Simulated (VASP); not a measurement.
Zn3C:

```
CELL_PARAMETERS angstrom
6.06793 0.00000 0.00000
-3.03396 5.25498 0.00000
0.00000 0.00000 4.74928
ATOMIC_POSITIONS crystal
Zn 0.33319 0.16660 0.75000
Zn 0.83340 0.16660 0.75000
Zn 0.83340 0.66681 0.75000
Zn 0.66681 0.83340 0.25000
Zn 0.16660 0.83340 0.25000
Zn 0.16660 0.33319 0.25000
C 0.66667 0.33333 0.25000
C 0.33333 0.66667 0.75000
```

The cell was generated, and may not be a known phase.

```yaml
Program: VASP 6.6.1
Task: relaxation of cell and atoms
Functional: PBE
Potentials_or_basis: VASP PAW PBE potentials, release 64 (Zn, C)
Cutoff: 600 eV
k_mesh: 3 × 3 × 4
Occupations: gaussian, width 0.1 eV
Spin: no spin polarisation
```

At the start: pressure -14.8 GPa; volume 18.93 Å³/atom.

Question: How do energy, volume and symmetry change on relaxing?

Answer: Over 12 steps the energy falls by 427.7 meV/atom and the volume is 12.96 Å³/atom (-31.5 %); space group P6_3/mmc (No. 194, to 0.1 Å) before and after.

The path:
```
step  energy change (eV)  largest force (eV/Å)  pressure (GPa)  volume (Å³)
   1              0.0000                0.3705          -14.82       151.44
   2             -2.9148                0.4696           -8.74       116.21
   3             -3.3356                0.4411           -1.22       104.27
   4             -3.3431                0.4301            0.59       102.24
   5             -3.3427                0.4350           -0.21       103.10
   6             -3.3904                0.2605           -0.04       103.04
   7             -3.4113                0.0301            0.34       102.95
   8             -3.4115                0.0030            0.41       102.96
   9             -3.4144                0.0105           -0.11       103.60
  10             -3.4150                0.0153           -0.43       104.06
  11             -3.4174                0.0100           -0.28       103.96
  12             -3.4217                0.0100            0.02       103.67
```

Final structure:
```
Zn C
1.0
     5.42978    0.00000    0.00000
    -2.71489    4.70233    0.00000
     0.00000    0.00000    4.06014
Zn C
6 2
Direct
  0.35046 0.17523 0.75000
  0.82477 0.17523 0.75000
  0.82477 0.64954 0.75000
  0.64954 0.82477 0.25000
  0.17523 0.82477 0.25000
  0.17523 0.35046 0.25000
  0.66667 0.33333 0.25000
  0.33333 0.66667 0.75000
```

Caveat: the k points lie up to 0.45 Å⁻¹ apart in the final cell, too coarse for converged energies and pressures of a metal; the volume moved by over 15 % at a fixed basis, so the end points are rough.
